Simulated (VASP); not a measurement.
Write the native input for VASP 6.6.1 that does the following.

- Task: single point
- Functional: PBEsol
- Potentials or basis: VASP PAW PBE potentials, release 64 (Ba_sv, Ti_sv, O)
- Cutoff: 520 eV
- k mesh: 3 × 3 × 3
- Occupations: gaussian, width 0.01 eV
- Spin: no spin polarisation
- Hubbard terms: Ti d U = 1.0 eV
- Dipole correction: no
- Further INCAR settings: ALGO = Normal; EDIFF = 1e-06; NBANDS = 28

The structure of BaTiO3 (Barioperovskite) lies in POSCAR:

```
BaTiO3
1.0
    3.9855000000      0.0000000000      0.0000000000
    0.0000000000      2.8369000000      2.8451500000
    0.0000000000     -2.8369000000      2.8451500000
Ba Ti O
1 1 3
Direct
    0.0000000000      0.0000000000      0.0000000000
    0.5000000000      0.5124000000      0.5124000000
    0.0000000000      0.4874000000      0.4874000000
    0.5000000000      0.5052399996      0.9918399996
    0.5000000000      0.9918399996      0.5052399996
```

The input as run:

INCAR

```
  ALGO = Normal
  EDIFF = 1E-6
  ENCUT = 520
  GGA = PS
  ISIF = 2
  ISMEAR = 0
  LASPH = T
  LCHARG = F
  LDAU = T
  LDAUJ = 0 0 0
  LDAUL = -1 2 -1
  LDAUPRINT = 1
  LDAUTYPE = 2
  LDAUU = 0 1 0
  LMAXMIX = 4
  LREAL = F
  LWAVE = F
  NBANDS = 28
  NELM = 150
  PREC = Accurate
  SIGMA = 0.01
```

KPOINTS

```
k-points
0
Gamma
  3 3 3
```

Potentials or basis: VASP PAW PBE potentials, release 64 (Ba_sv, Ti_sv, O).

Run with:

```bash
$ cat potpaw_PBE.64/Ba_sv/POTCAR potpaw_PBE.64/Ti_sv/POTCAR potpaw_PBE.64/O/POTCAR > POTCAR
$ mpirun -np 1 vasp_std > vasp.out
```

It gave:

```yaml
Pressure: -1.1 GPa
Largest_force: 0.383 eV/Å
Band_gap_on_the_k_mesh: 2.07 eV, direct
```

Caveat: the k points lie up to 0.53 Å⁻¹ apart; the PAW data sets were made with another functional, which shifts forces and pressure a little; spin-orbit coupling is left out, which moves the levels of the heavy elements.

Run time: 9.6 s on 1 thread of Intel(R) Xeon(R) 6975P-C (Granite Rapids), on a shared host, peak memory 0.17 GiB.
